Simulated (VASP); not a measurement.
# BiP (P6_3/mmc) in VASP: a series of runs, part 2 of 2

VASP 6.6.1. Earlier steps stand in the parts before.

## (3) Relaxation of shape and atoms at fixed volume, PBE (24.22 Å³/atom)

This run uses another cell than the first one, of 24.22 Å³/atom.

File INCAR:

```
SYSTEM = BiP
PREC = Accurate
ENCUT = 600
EDIFF = 1E-6
ISMEAR = 0
SIGMA = 0.05
LREAL = .False.
LASPH = .True.
NELM = 100
ALGO = Normal
ISIF = 4
LWAVE = .False.
LCHARG = .False.
GGA = PE
IBRION = 2
NSW = 60
EDIFFG = -0.01
```

File KPOINTS:

```
regular mesh
0
Gamma
  10 10 6
  0 0 0
```

File POSCAR:

```
BiP
1.0
    3.9604909269      0.0000000000      0.0000000000
   -1.9802454635      3.4298857541      0.0000000000
    0.0000000000      0.0000000000      7.1309445781
Bi P
2 2
Direct
    0.0000000000      0.0000000000      0.0000000000
    0.0000000000      0.0000000000      0.5000000000
    0.3333333333      0.6666666667      0.2500000000
    0.6666666667      0.3333333333      0.7500000000
```

Potentials or basis: VASP PAW PBE potentials, release 64 (Bi_d, P).

The run is started by

```sh
> cat potpaw_PBE.64/Bi_d/POTCAR potpaw_PBE.64/P/POTCAR > POTCAR
> mpirun -np 1 vasp_std > vasp.out
```

OUTCAR:

```text
SYSTEM = BiP
   PREC = Accurate
   ENCUT = 600
   EDIFF = 1E-6
   ISMEAR = 0
   LREAL = .False.
   LASPH = .True.
   NELM = 100
   ISIF = 4
   GGA = PE
   IBRION = 2
   NSW = 60
   EDIFFG = -0.01

 ion  position               nearest neighbor table
   1  0.000  0.000  0.000-   3 2.90   4 2.90   3 2.90   4 2.90   4 2.90   3 2.90   2 3.57   2 3.57

   2  0.000  0.000  0.500-   3 2.90   4 2.90   3 2.90   4 2.90   4 2.90   3 2.90   1 3.57   1 3.57

   3  0.333  0.667  0.250-   1 2.90   2 2.90   1 2.90   2 2.90   1 2.90   2 2.90
   4  0.667  0.333  0.750-   1 2.90   2 2.90   1 2.90   2 2.90   1 2.90   2 2.90

  LATTYP: Found a hexagonal cell.
 ALAT       =     3.9604909269
 C/A-ratio  =     1.8005203672

  Lattice vectors:

 A1 = (   3.9604909269,   0.0000000000,   0.0000000000)
 A2 = (  -1.9802454635,   3.4298857541,   0.0000000000)
 A3 = (   0.0000000000,   0.0000000000,   7.1309445781)
[... 179 lines left out ...]
  ext. energy  EPLUGINS =         0.00000000
  ---------------------------------------------------
  free energy    TOTEN  =       -17.66096403 eV

  energy without entropy =      -17.66018719  energy(sigma->0) =      -17.66057561

------------------------ aborting loop because EDIFF is reached ----------------------------------------

  FORCE on cell =-STRESS in cart. coord.  units (eV):
  Direction    XX          YY          ZZ          XY          YZ          ZX
  --------------------------------------------------------------------------------------
  -------------------------------------------------------------------------------------
  Total        2.4611306      2.4611306      2.6866330     -0.0000000      0.0000000     -0.0000000
  in kB       40.7070388     40.7070388     44.4368421     -0.0000000      0.0000000     -0.0000000
  external PRESSURE =      41.9503066 kB  Pullay stress =       0.0000000 kB
[... 63 lines left out ...]
--------------------------------------- Ionic step        3  -------------------------------------------

 number of electron      40.0000015 magnetization

 Free energy of the ion-electron system (eV)
  ---------------------------------------------------
  ext. energy  EPLUGINS =         0.00000000
  ---------------------------------------------------
  free energy    TOTEN  =       -17.66126927 eV

  energy without entropy =      -17.66042707  energy(sigma->0) =      -17.66084817

 E-fermi :   7.7028     XC(G=0): -10.2710

 val. band max:        7.6374276939   @ k =   0.4000  -0.0000   0.0000
 cond. band min:       7.7276119464   @ k =   0.1000   0.0000   0.3333
 fundamental gap:      0.0901842524
 Fermi energy:         7.7027717947

 k-point     1 :       0.0000    0.0000    0.0000
  band No.  band energies     occupation
      1     -15.5965      2.00000
      2     -15.5429      2.00000
      3     -15.5429      2.00000
      4     -15.5340      2.00000
      5     -15.5340      2.00000
      6     -15.5250      2.00000
[... 637 lines left out ...]
     23       9.7250      0.00000
     24      11.2524      0.00000

 [... further k-points ...]
[... 5 lines left out ...]
  --------------------------------------------------------------------------------------
  -------------------------------------------------------------------------------------
  Total        2.4865015      2.4865015      2.4833634     -0.0000000      0.0000000      0.0000000
  in kB       41.1266729     41.1266729     41.0747678     -0.0000000      0.0000000      0.0000000
  external PRESSURE =      41.1093712 kB  Pullay stress =       0.0000000 kB
[... 19 lines left out ...]
  FREE ENERGIE OF THE ION-ELECTRON SYSTEM (eV)
  ---------------------------------------------------
  free  energy   TOTEN  =       -17.6612692750 eV

  energy  without entropy=      -17.6604270660  energy(sigma->0) =      -17.66084817

 reached required accuracy - stopping structural energy minimisation
```

CONTCAR:

```text
BiP
   1.00000000000000
     3.9549699986874458   -0.0000000000026389   -0.0000000000000000
    -1.9774849993959385    3.4251044900119898    0.0000000000000000
     0.0000000000000000    0.0000000000000000    7.1508673142806023
  Bi              P
     2     2
Direct
     0.0000000000000000    0.0000000000000000    0.0000000000000000
     0.0000000000000000    0.0000000000000000    0.5000000000000000
     0.3333333332999970    0.6666666667000030    0.2500000000000000
     0.6666666667000030    0.3333333332999970    0.7500000000000000

  0.00000000E+00  0.00000000E+00  0.00000000E+00
  0.00000000E+00  0.00000000E+00  0.00000000E+00
  0.00000000E+00  0.00000000E+00  0.00000000E+00
  0.00000000E+00  0.00000000E+00  0.00000000E+00
```

Wall time 2.3 min (1 thread of Intel Xeon 6975P-C (Granite Rapids), shared host); peak memory 0.32 GiB.

What came out:

```
Free energy               : -17.6613 eV
Energy gained by relaxing : 0.1 meV/atom
Ionic steps               : 3
Pressure after relaxing   : 4.1 GPa
Band gap on the k mesh    : zero (bands 20 and 21 overlap by 1.17 eV)
```

Step by step:
| step | energy change (eV) | largest force (eV/Å) | pressure (GPa) | volume (Å³) |
| --- | --- | --- | --- | --- |
| 1 | 0.0000 | 0.0000 | 4.20 | 96.87 |
| 2 | -0.0003 | 0.0000 | 4.14 | 96.87 |
| 3 | -0.0003 | 0.0000 | 4.11 | 96.87 |

Final structure:
```
Bi P
1.0
     3.95497    0.00000    0.00000
    -1.97748    3.42510    0.00000
     0.00000    0.00000    7.15087
Bi P
2 2
Direct
  0.00000 0.00000 0.00000
  0.00000 0.00000 0.50000
  0.33333 0.66667 0.25000
  0.66667 0.33333 0.75000
```

Caveat: spin-orbit coupling is left out, which moves the levels of the heavy elements.

## (4) Relaxation of shape and atoms at fixed volume, PBE (24.60 Å³/atom)

This run uses another cell than the first one, of 24.60 Å³/atom.

Edit INCAR of step 3 so:

```diff
@@ -8,3 +8,3 @@
 LASPH = .True.
-NELM = 100
+NELM = 80
 ALGO = Normal
```

KPOINTS is that of step 3.

File POSCAR:

```
BiP
1.0
    3.9884025287      0.0000000000      0.0000000000
   -1.9942012644      3.4540579104      0.0000000000
    0.0000000000      0.0000000000      7.1430972875
Bi P
2 2
Direct
    0.0000000000      0.0000000000      0.0000000000
    0.0000000000      0.0000000000      0.5000000000
    0.3333333333      0.6666666667      0.2500000000
    0.6666666667      0.3333333333      0.7500000000
```

The run is started by

```sh
> cat potpaw_PBE.64/Bi_d/POTCAR potpaw_PBE.64/P/POTCAR > POTCAR
> mpirun -np 1 vasp_std > vasp.out
```

Wall time 2.7 min (1 thread of Intel Xeon 6975P-C (Granite Rapids), shared host); peak memory 0.31 GiB.

The run converged. Its results:

- Free energy: -17.6949 eV
- Energy gained by relaxing: 0.1 meV/atom
- Ionic steps: 3
- Pressure after relaxing: 2.9 GPa
- Band gap on the k mesh: zero (bands 20 and 21 overlap by 1.11 eV)

Step by step:
```csv
step,energy change (eV),largest force (eV/Å),pressure (GPa),volume (Å³)
1,0.0000,0.0000,2.97,98.40
2,-0.0005,0.0000,2.90,98.40
3,-0.0005,0.0000,2.86,98.40
```

Final structure:
```
Bi P
1.0
     3.98099    0.00000    0.00000
    -1.99050    3.44764    0.00000
     0.00000    0.00000    7.16972
Bi P
2 2
Cartesian
  0.0000 0.0000 0.0000
  0.0000 0.0000 3.5849
  0.0000 2.2984 1.7924
  1.9905 1.1492 5.3773
```

Levels at points of the mesh, in eV from the Fermi level:
```tsv
k point	band 18	band 19	band 20	band 21	band 22	band 23
(0.00, 0.00, 0.00)	-0.60	-0.60	0.10	0.94	1.82	1.82
(0.50, 0.00, 0.00)	-0.92	-0.88	-0.81	-0.18	0.12	1.33
(0.00, 0.00, 0.50)	-1.18	-1.18	-1.18	2.04	2.04	2.04
(0.50, 0.00, 0.50)	-3.13	-2.64	-2.64	1.72	1.72	2.90
```

Caveat: spin-orbit coupling is left out, which moves the levels of the heavy elements.

## (5) Overview

```tsv
task	level	cell	cutoff (eV)	gap on the mesh (eV)	pressure (GPa)
single point	r2SCAN	a = 4.050, b = 4.050, c = 7.216 Å, angles 90.0, 90.0, 120.0°, 4 atoms	520	none	-1.0
relaxation of shape and atoms at fixed volume	PBE	relaxed from a = 3.960, b = 3.960, c = 7.131 Å, angles 90.0, 90.0, 120.0°, 4 atoms	600	none	4.1
relaxation of shape and atoms at fixed volume	PBE	relaxed from a = 3.988, b = 3.988, c = 7.143 Å, angles 90.0, 90.0, 120.0°, 4 atoms	600	none	2.9
```

Alike in all rows: potentials or basis VASP PAW PBE potentials, release 64 (Bi_d, P); no spin polarisation; k mesh 10 × 10 × 6; smearing gaussian 0.05 eV.

Caveats: spin-orbit coupling is left out, which moves the levels of the heavy elements; the PAW data sets were made with another functional, which shifts forces and pressure a little (at least some runs).

Total energies depend on the potentials used, so only differences within one code and one set of settings carry meaning.

The gap in the log of VASP goes by the Fermi energy; the results here count the filled bands.